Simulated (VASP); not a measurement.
# NbH2 (Fm-3m) in VASP: further runs

Runs on NbH2. Level: r2SCAN. Tasks: relaxation of the atoms.

Everything below comes from runs of VASP 6.6.1. Logs are shortened: lines on timing, memory, paths and dates and some standing lists are left out, and cuts for length are marked.

## Step 1: The cell of the first run

The structure is cubic, space group Fm-3m (No. 225). The conventional cell has a = 4.549 Å, b = 4.549 Å, c = 4.549 Å, α = 90.00°, β = 90.00°, γ = 90.00°. Within 2.6 Å of Nb (site symmetry m-3m) lie 8 H at 1.97 Å. Within 2.6 Å of H (site symmetry -43m) lie 4 Nb at 1.97 Å and 6 H at 2.27 Å.

## Step 2: Relaxation of the atoms, r2SCAN

File POSCAR:

```
NbH2
1.0
    0.0000000000      2.2743415600      2.2743415600
    2.2743415600      0.0000000000      2.2743415600
    2.2743415600      2.2743415600      0.0000000000
Nb H
1 2
Direct
    0.0000000000      0.0000000000      0.0000000000
    0.2500000000      0.2500000000      0.2500000000
    0.7500000000      0.7500000000      0.7500000000
```

File INCAR.step1:

```
  ALGO = Normal
  EDIFF = 1E-4
  ENCUT = 520
  GGA = PE
  ISMEAR = -1
  LASPH = T
  LCHARG = F
  LREAL = F
  LWAVE = T
  NELM = 100
  PREC = Accurate
  SIGMA = 0.1
```

File INCAR.step2:

```
  ALGO = Normal
  EDIFF = 1E-6
  EDIFFG = -0.01
  ENCUT = 520
  IBRION = 2
  ISIF = 2
  ISMEAR = -1
  ISTART = 1
  LASPH = T
  LCHARG = F
  LMIXTAU = T
  LREAL = F
  LWAVE = F
  METAGGA = R2SCAN
  NELM = 100
  NSW = 50
  PREC = Accurate
  SIGMA = 0.1
```

File KPOINTS:

```
k-points
0
Gamma
  13 13 13
```

Potentials or basis: VASP PAW PBE potentials, release 64 (Nb_sv, H).

On the command line:

```bash
$ cat potpaw_PBE.64/Nb_sv/POTCAR potpaw_PBE.64/H/POTCAR > POTCAR
$ cp INCAR.step1 INCAR
$ mpirun -np 1 vasp_std > vasp.out
$ cp INCAR.step2 INCAR
$ mpirun -np 1 vasp_std > vasp.out
```

OUTCAR:

```text
EDIFF = 1E-6
   EDIFFG = -0.01
   ENCUT = 520
   IBRION = 2
   ISIF = 2
   ISMEAR = -1
   ISTART = 1
   LASPH = T
   LREAL = F
   METAGGA = R2SCAN
   NELM = 100
   NSW = 50
   PREC = Accurate

 ion  position               nearest neighbor table
   1  0.000  0.000  0.000-
   2  0.250  0.250  0.250-
   3  0.750  0.750  0.750-

  LATTYP: Found a face centered cubic cell.
 ALAT       =     4.5486831200

  Lattice vectors:

 A1 = (   0.0000000000,   2.2743415600,   2.2743415600)
 A2 = (   2.2743415600,   0.0000000000,   2.2743415600)
 A3 = (   2.2743415600,   2.2743415600,   0.0000000000)

Analysis of symmetry for initial positions (statically):
=====================================================================
 Subroutine PRICEL returns:
 Original cell was already a primitive cell.

 Routine SETGRP: Setting up the symmetry group for a
 face centered cubic supercell.

 Subroutine GETGRP returns: Found 48 space group operations
 (whereof 48 operations were pure point group operations)
 out of a pool of 48 trial point group operations.

The static configuration has the point symmetry O_h .

Analysis of symmetry for dynamics (positions and initial velocities):
=====================================================================
 Subroutine PRICEL returns:
 Original cell was already a primitive cell.

 Routine SETGRP: Setting up the symmetry group for a
 face centered cubic supercell.

 Subroutine GETGRP returns: Found 48 space group operations
 (whereof 48 operations were pure point group operations)
 out of a pool of 48 trial point group operations.

The dynamic configuration has the point symmetry O_h .

 Subroutine INISYM returns: Found 48 space group operations
 (whereof 48 operations are pure point group operations),
 and found     1 'primitive' translations

----------------------------------------------------------------------------------------

                                     Primitive cell

  volume of cell :      23.5287

  direct lattice vectors                    reciprocal lattice vectors
     0.000000000  2.274341560  2.274341560    -0.219843848  0.219843848  0.219843848
     2.274341560  0.000000000  2.274341560     0.219843848 -0.219843848  0.219843848
     2.274341560  2.274341560  0.000000000     0.219843848  0.219843848 -0.219843848

  length of vectors
     3.216404680  3.216404680  3.216404680     0.380780714  0.380780714  0.380780714

  position of ions in fractional coordinates (direct lattice)
     0.000000000  0.000000000  0.000000000
     0.250000000  0.250000000  0.250000000
     0.750000000  0.750000000  0.750000000

  ion indices of the primitive-cell ions
   primitive index   ion index
                 1           1
                 2           2
                 3           3

----------------------------------------------------------------------------------------

 KPOINTS: k-points

Automatic generation of k-mesh.
 Grid dimensions read from file:
 generate k-points for:   13   13   13

 Generating k-lattice:

  Cartesian coordinates                     Fractional coordinates (reciprocal lattice)
    -0.016911065  0.016911065  0.016911065     0.076923077  0.000000000  0.000000000
     0.016911065 -0.016911065  0.016911065     0.000000000  0.076923077  0.000000000
     0.016911065  0.016911065 -0.016911065     0.000000000  0.000000000  0.076923077

  Length of vectors
     0.029290824  0.029290824  0.029290824

  Shift w.r.t. Gamma in fractional coordinates (k-lattice)
     0.000000000  0.000000000  0.000000000

 Subroutine IBZKPT returns following result:
 ===========================================

 Found     84 irreducible k-points:

 Following reciprocal coordinates:
            Coordinates               Weight
  0.000000  0.000000  0.000000      1.000000
  0.076923  0.000000  0.000000      8.000000
  0.153846  0.000000  0.000000      8.000000
  0.230769  0.000000  0.000000      8.000000
  0.307692  0.000000  0.000000      8.000000
  0.384615  0.000000  0.000000      8.000000
[... 16 lines left out ...]
  0.384615  0.153846  0.000000     24.000000
  0.461538  0.153846  0.000000     24.000000
 [... further k-points ...]
   k-points           NKPTS =     84   k-points in BZ     NKDIM =     84   number of bands    NBANDS=     11
   number of dos      NEDOS =    301   number of ions     NIONS =      3
   total plane-waves  NPLWV =  13824
   dimension x,y,z NGX =    24 NGY =   24 NGZ =   24
   dimension x,y,z NGXF=    48 NGYF=   48 NGZF=   48
   ions per type =               1   2
   NGX,Y,Z   is equivalent  to a cutoff of  12.40, 12.40, 12.40 a.u.
   NGXF,Y,Z  is equivalent  to a cutoff of  24.81, 24.81, 24.81 a.u.
 SYSTEM =  unknown system
   PREC   = accura    normal or accurate (medium, high low for compatibility)
   ISTART =      1    job   : 0-new  1-cont  2-samecut
   ICHARG =      0    charge: 1-file 2-atom 10-const
   ISPIN  =      1    spin polarized calculation?
   LNONCOLLINEAR =      F non collinear calculations
   LSORBIT =      F    spin-orbit coupling
   LASPH  =      T    aspherical Exc in radial PAW
   ENCUT  =  520.0 eV  38.22 Ry    6.18 a.u.   5.98  5.98  5.98*2*pi/ulx,y,z
   NELM   =    100;   NELMIN=  2; NELMDL=  0     # of ELM steps
   EDIFF  = 0.1E-05   stopping-criterion for ELM
   LREAL  =      F    real-space projection
   EDIFFG = -.1E-01   stopping-criterion for IOM
   NSW    =     50    number of steps for IOM
   IBRION =      2    ionic relax: 0-MD 1-quasi-New 2-CG
   NFREE  =      1    steps in history (QN), initial steepest desc. (CG)
   ISIF   =      2    stress and relaxation
   ISYM   =      2    0-nonsym 1-usesym 2-fastsym
   POTIM  = 0.5000    time-step for ionic-motion
   TEBEG  =    0.0;   TEEND  =   0.0 temperature during run
   PSTRESS=    0.0 pullay stress
   NELECT =      15.0000    total number of electrons
   NUPDOWN=      -1.0000    fix difference up-down
   EMIN   =  10.00;   EMAX   =-10.00  energy-range for DOS
   EFERMI =   0.00;   METHOD = LEGACY
   ISMEAR =    -1;   SIGMA  =   0.10  broadening in eV -4-tet -1-fermi 0-gaus
   EFERMI_NEDOS =   21; number of points for ismear=-14 and -15
   IALGO  =     38    algorithm
   IMIX   =      4    mixing-type and parameters
     AMIX     =   0.40;   BMIX     =  1.00
     AMIX_MAG =   1.60;   BMIX_MAG =  1.00
  volume/ion in A,a.u.               =       7.84        52.93
  Fermi-wavevector in a.u.,A,eV,Ry     =   1.408985  2.662595 27.010796  1.985237
  Thomas-Fermi vector in A             =   2.531087
   LORBIT       =      0    0 simple, 1 ext, 2 COOP (PROOUT), +10 PAW based schemes
   METAGGA = R2SCAN    functional components
   LHFCALC =     F    Hartree Fock is set to
   AEXX    =    0.0000 exact exchange contribution
   IVDW    =     0    specifies the selected vdW correction
   LEPSILON=     F    determine dielectric tensor
   LRPA    =     F    only Hartree local field effects (RPA)
 conjugate gradient relaxation of ions
 non-spin polarized calculation
  energy-cutoff  :      520.00
  volume of cell :       23.53
 maximum number of plane-waves:       646
   NGX = 11   NGY = 11   NGZ = 11

 number of electron      14.9999999 magnetization

 Free energy of the ion-electron system (eV)
  ---------------------------------------------------
  ext. energy  EPLUGINS =         0.00000000
  ---------------------------------------------------
  free energy    TOTEN  =       -32.58251712 eV

  energy without entropy =      -32.54891804  energy(sigma->0) =      -32.56571758

 E-fermi :  10.1901     XC(G=0): -12.9923

 val. band max:       10.1801779249   @ k =  -0.1538   0.2308   0.0769
 cond. band min:      10.1918685662   @ k =  -0.4615   0.2308   0.0000
 fundamental gap:      0.0116906413
 Fermi energy:        10.1901182632

 k-point     1 :       0.0000    0.0000    0.0000
  band No.  band energies     occupation
      1     -47.1457      2.00000
      2     -22.1824      2.00000
      3     -22.1824      2.00000
      4     -22.1824      2.00000
      5      -1.2142      2.00000
      6       8.6366      2.00000
      7       8.7731      2.00000
      8       8.7731      2.00000
      9       8.7731      2.00000
     10      11.5290      0.00000
     11      11.5290      0.00000

 k-point     2 :       0.0769    0.0000    0.0000
  band No.  band energies     occupation
      1     -47.1402      2.00000
      2     -22.2277      2.00000
      3     -22.1878      2.00000
      4     -22.1878      2.00000
      5      -1.0450      2.00000
      6       7.1254      2.00000
      7       8.8596      2.00000
      8       8.8596      2.00000
      9      10.4914      0.09373
     10      11.4573      0.00001
     11      11.4573      0.00001

 k-point     3 :       0.1538    0.0000    0.0000
  band No.  band energies     occupation
      1     -47.1250      2.00000
      2     -22.3514      2.00000
      3     -22.2027      2.00000
      4     -22.2027      2.00000
      5      -0.5703      2.00000
      6       5.8264      2.00000
      7       9.0659      1.99997
      8       9.0659      1.99997
      9      11.3333      0.00002
     10      11.3333      0.00002
     11      12.3694      0.00000

 k-point     4 :       0.2308    0.0000    0.0000
  band No.  band energies     occupation
      1     -47.1035      2.00000
      2     -22.5219      2.00000
      3     -22.2236      2.00000
      4     -22.2236      2.00000
      5       0.0953      2.00000
      6       4.8810      2.00000
      7       9.2223      1.99987
      8       9.2223      1.99987
      9      11.3974      0.00001
     10      11.3974      0.00001
     11      14.0905      0.00000
[... 239 lines left out ...]
 k-point    22 :       0.3077    0.1538    0.0000
  band No.  band energies     occupation
      1     -47.0816      2.00000
      2     -22.6064      2.00000
      3     -22.2883      2.00000
      4     -22.2868      2.00000
      5       0.8938      2.00000
      6       3.9986      2.00000
      7       8.9430      1.99999
      8       9.7627      1.97252
      9      10.7516      0.00726
     10      12.2841      0.00000
     11      15.7692      0.00000

 k-point    23 :       0.3846    0.1538    0.0000
  band No.  band energies     occupation
      1     -47.0617      2.00000
      2     -22.7413      2.00000
      3     -22.3252      2.00000
      4     -22.3041      2.00000
      5       1.4599      2.00000
      6       3.7885      2.00000
      7       8.4898      2.00000
      8       9.7151      1.98285
      9      11.6249      0.00000
     10      12.7290      0.00000
     11      16.6182      0.00000

 k-point    24 :       0.4615    0.1538    0.0000
  band No.  band energies     occupation
      1     -47.0468      2.00000
      2     -22.8376      2.00000
      3     -22.3620      2.00000
      4     -22.3105      2.00000
      5       1.6790      2.00000
      6       4.0124      2.00000
      7       8.2143      2.00000
      8       9.5890      1.99511
      9      12.5842      0.00000
     10      13.0193      0.00000
     11      16.6757      0.00000

 [... further k-points ...]
[... 5 lines left out ...]
  --------------------------------------------------------------------------------------
  -------------------------------------------------------------------------------------
  Total       -0.0502375     -0.0502375     -0.0502375      0.0000000      0.0000000     -0.0000000
  in kB       -3.4209062     -3.4209062     -3.4209062      0.0000000      0.0000000     -0.0000000
  external PRESSURE =      -3.4209062 kB  Pullay stress =       0.0000000 kB

 VOLUME and BASIS-vectors are now :
 -----------------------------------------------------------------------------
  energy-cutoff  :      520.00
  volume of cell :       23.53
      direct lattice vectors                 reciprocal lattice vectors
     0.000000000  2.274341560  2.274341560    -0.219843848  0.219843848  0.219843848
     2.274341560  0.000000000  2.274341560     0.219843848 -0.219843848  0.219843848
     2.274341560  2.274341560  0.000000000     0.219843848  0.219843848 -0.219843848

 POSITION                                       TOTAL-FORCE (eV/Angst)
 -----------------------------------------------------------------------------------
      0.00000      0.00000      0.00000         0.000000      0.000000      0.000000
      1.13717      1.13717      1.13717        -0.000000     -0.000000     -0.000000
      3.41151      3.41151      3.41151         0.000000      0.000000      0.000000
 -----------------------------------------------------------------------------------
    total drift:                               -0.000000      0.000000      0.000000

  FREE ENERGIE OF THE ION-ELECTRON SYSTEM (eV)
  ---------------------------------------------------
  free  energy   TOTEN  =       -32.5825171222 eV

  energy  without entropy=      -32.5489180354  energy(sigma->0) =      -32.56571758

 reached required accuracy - stopping structural energy minimisation
```

Wall time 2.2 min (1 thread of Oxide Virtual Turin-like, shared host); peak memory 0.13 GiB.

Results:

```yaml
Free_energy: -32.5825 eV
Pressure_after_relaxing: -0.3 GPa
```

Final structure:
```xyz
3
Lattice="0.0000 2.2743 2.2743 2.2743 0.0000 2.2743 2.2743 2.2743 0.0000" Properties=species:S:1:pos:R:3 pbc="T T T"
Nb    0.0000    0.0000    0.0000
H     1.1372    1.1372    1.1372
H     3.4115    3.4115    3.4115
```

Levels at points of the mesh, in eV from the Fermi level:
```csv
k point,band 4,band 5,band 6,band 7,band 8,band 9,band 10,band 11
"(0.00, 0.00, 0.00)",-32.37,-11.40,-1.55,-1.42,-1.42,-1.42,1.34,1.34
```

Caveat: the relaxation stopped at its first step, so nothing moved; the PAW data sets were made with another functional, which shifts forces and pressure a little.

## Step 3: Relaxation of the atoms, r2SCAN

This run uses another cell than the first one, of 8.00 Å³/atom, 1.020 times its volume.

File POSCAR:

```
NbH2
1.0
    0.0000000000      2.2894038600      2.2894038600
    2.2894038600      0.0000000000      2.2894038600
    2.2894038600      2.2894038600      0.0000000000
Nb H
1 2
Direct
    0.0000000000      0.0000000000      0.0000000000
    0.2500000000      0.2500000000      0.2500000000
    0.7500000000      0.7500000000      0.7500000000
```

File INCAR.step1:

```
PREC = Accurate
ENCUT = 520
ISMEAR = -1
SIGMA = 0.1
LREAL = F
LASPH = T
NELM = 100
GGA = PE
ALGO = Normal
EDIFF = 1E-4
LWAVE = T
LCHARG = F
```

File INCAR.step2:

```
PREC = Accurate
ENCUT = 520
EDIFF = 1E-6
ISMEAR = -1
SIGMA = 0.1
LREAL = F
LASPH = T
NELM = 100
ALGO = Normal
ISIF = 2
LWAVE = F
LCHARG = F
METAGGA = R2SCAN
LMIXTAU = T
IBRION = 2
NSW = 50
EDIFFG = -0.01
ISTART = 1
```

File KPOINTS:

```
regular mesh
0
Gamma
  13 13 13
```

Potentials or basis: VASP PAW PBE potentials, release 64 (Nb_sv, H).

On the command line:

```bash
$ cat potpaw_PBE.64/Nb_sv/POTCAR potpaw_PBE.64/H/POTCAR > POTCAR
$ cp INCAR.step1 INCAR
$ mpirun -np 1 vasp_std > vasp.out
$ cp INCAR.step2 INCAR
$ mpirun -np 1 vasp_std > vasp.out
```

Wall time 2 min (1 thread of Oxide Virtual Turin-like, shared host); peak memory 0.13 GiB.

The run converged. Its results:

```
Free energy             : -32.5768 eV
Pressure after relaxing : -3.9 GPa
```

Final structure:
```cif
data_structure
_symmetry_space_group_name_H-M 'P 1'
_symmetry_Int_Tables_number 1
_cell_length_a 3.2377
_cell_length_b 3.2377
_cell_length_c 3.2377
_cell_angle_alpha 60.000
_cell_angle_beta 60.000
_cell_angle_gamma 60.000
_cell_volume 24.00
loop_
_atom_site_label
_atom_site_type_symbol
_atom_site_fract_x
_atom_site_fract_y
_atom_site_fract_z
_atom_site_occupancy
Nb1 Nb 0.00000 0.00000 0.00000 1
H1 H 0.25000 0.25000 0.25000 1
H2 H 0.75000 0.75000 0.75000 1
```

Levels at points of the mesh, in eV from the Fermi level:
| k point | band 5 | band 6 | band 7 | band 8 | band 9 | band 10 | band 11 |
| --- | --- | --- | --- | --- | --- | --- | --- |
| (0.00, 0.00, 0.00) | -11.29 | -1.52 | -1.38 | -1.38 | -1.38 | 1.30 | 1.30 |

Caveat: the relaxation stopped at its first step, so nothing moved; the PAW data sets were made with another functional, which shifts forces and pressure a little.
